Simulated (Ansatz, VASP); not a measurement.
Te2Mo: VASP beside Ansatz

Contents of INCAR:

```
  PREC = Accurate
  ENCUT = 520
  EDIFF = 1E-6
  ISMEAR = 0
  SIGMA = 0.02
  LREAL = F
  LASPH = T
  NELM = 100
  ALGO = Normal
  ISIF = 2
  LWAVE = F
  LCHARG = F
  GGA = PS
  NBANDS = 20
```

KPOINTS

```
Automatic mesh
0
Gamma
  12 12 4
```

The input POSCAR:

```
Te2Mo
1.0
    3.4217911020      0.0000000000      0.0000000000
   -1.7108955510      2.9633580208      0.0000000000
    0.0000000000      0.0000000000      7.4038887877
Te Mo
2 1
Direct
    0.3333333333      0.6666666667      0.7543678477
    0.3333333333      0.6666666667      0.2456321523
    0.0000000000      0.0000000000      0.0000000000
```

Input for Ansatz:

```yaml
crystal:
  lattice:
    - [3.421791102, 0.0, 0.0]
    - [-1.710895551, 2.9633580208, 0.0]
    - [0.0, 0.0, 7.4038887877]
  atoms:
    - { symbol: Te, position: [0.3333333333, 0.6666666667, 0.7543678477] }
    - { symbol: Te, position: [0.3333333333, 0.6666666667, 0.2456321523] }
    - { symbol: Mo, position: [0.0, 0.0, 0.0] }
basis:
  ecutwfc: 420
kpoints:
  mp_grid: { grid: [12, 12, 4] }
  band_path: { path: [VBM, CBM], npoints: 2 }
hamiltonian:
  xc: pbesol
scf:
  occupations: { method: gaussian, width: 0.02 }
output:
  forces: true
  stress: true
  eigenvalues: true
checkpoint:
  read: start.run
  write: ck
  compress: false
  write_wavefunctions: false
  write_every: 100000
```

Alike in both runs: task single point; functional PBEsol; k mesh 12 × 12 × 4; occupations gaussian, width 0.02 eV; no spin polarisation.

|  | VASP | Ansatz |
| --- | --- | --- |
| version | VASP 6.6.1 | Ansatz 0.2.0 |
| potentials or method | VASP PAW PBE potentials, release 64 (Te, Mo_sv), cutoff 520 eV | scalar-relativistic, plane waves, PAW |
| valence electrons in the cell | 26 | 46 |

Ansatz gave:

```
gap on the k mesh at the Fermi level (eV)                     : 0.81
least direct gap on the mesh (eV)                             : 1.21
pressure (GPa)                                                : 4.0
traceless stress, the component that is largest in VASP (GPa) : -0.01
rms of the force components (eV/Å)                            : 0.001
```

**Question.** Estimate VASP's values.

**Answer.** gap on the k mesh at the Fermi level (eV): 0.81; least direct gap on the mesh (eV): 1.20; pressure (GPa): 4.2; traceless stress, the component that is largest in VASP (GPa): 0.07; rms of the force components (eV/Å): 0.013.

VASP's potentials were made for PBE, not for PBEsol. Atom by atom the forces differ by 0.014 eV/Å (rms over components). VASP's potentials hold 26 valence electrons a cell and Ansatz's 46, so a difference there can come from the potentials and not from the codes.

Neither program's run includes spin-orbit coupling.
